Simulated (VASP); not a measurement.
# GeB2C3: single point with PBE

The system is GeB2C3.

```xyz
6
Lattice="3.2841 0.0000 0.0000 -1.6421 2.8441 0.0000 0.0000 0.0000 8.1492" Properties=species:S:1:pos:R:3 pbc="T T T"
Ge    0.0000    0.0000    4.0746
B     0.0000    1.8961    6.7405
B     1.6421    0.9480    1.4087
C     0.0000    1.8961    2.8367
C     1.6421    0.9480    5.3126
C     0.0000    0.0000    0.0000
```

```yaml
Program: VASP 6.6.1
Task: single point
Functional: PBE
Potentials_or_basis: VASP PAW PBE potentials, release 64 (Ge_d, B, C)
Cutoff: 520 eV
k_mesh: 6 × 6 × 2
Occupations: gaussian, width 0.1 eV
Spin: no spin polarisation
```

The pressure is -34.9 GPa. The largest force is 1.067 eV/Å. The band gap on the k mesh is zero (band 16 reaches 4.36 eV, above the bottom of band 17 at 1.30 eV).

Forces on the atoms (eV/Å):
```
Ge   0.000  0.000  0.000
B    0.000  0.000  0.366
B    0.000  0.000 -0.366
C    0.000  0.000 -1.067
C    0.000  0.000  1.067
C    0.000  0.000  0.000
```

Stress tensor (GPa, compression positive):
```
-33.81   0.00   0.00
  0.00 -33.81   0.00
  0.00   0.00 -37.07
```

Levels at points of the mesh, in eV from the Fermi level:
```
           k point  band 14  band 15  band 16  band 17  band 18  band 19
(0.00, 0.00, 0.00)     0.43     0.43     1.10     1.10     1.12     3.62
(0.50, 0.00, 0.00)    -1.92    -1.09    -1.09    -0.19    -0.11     1.72
(0.00, 0.00, 0.50)     0.42     0.42     1.15     1.15     2.71     2.89
(0.50, 0.00, 0.50)    -2.11    -0.97    -0.34    -0.03     0.89     0.95
```

It took 15 s on 1 thread of AMD EPYC 9R45 96-Core Processor (Zen 5) (shared host), peak memory 0.16 GiB.

Caveat: the k points lie up to 0.39 Å⁻¹ apart; forces of over 1 eV/Å act on the atoms, so gaps and moduli don't describe the material at rest.
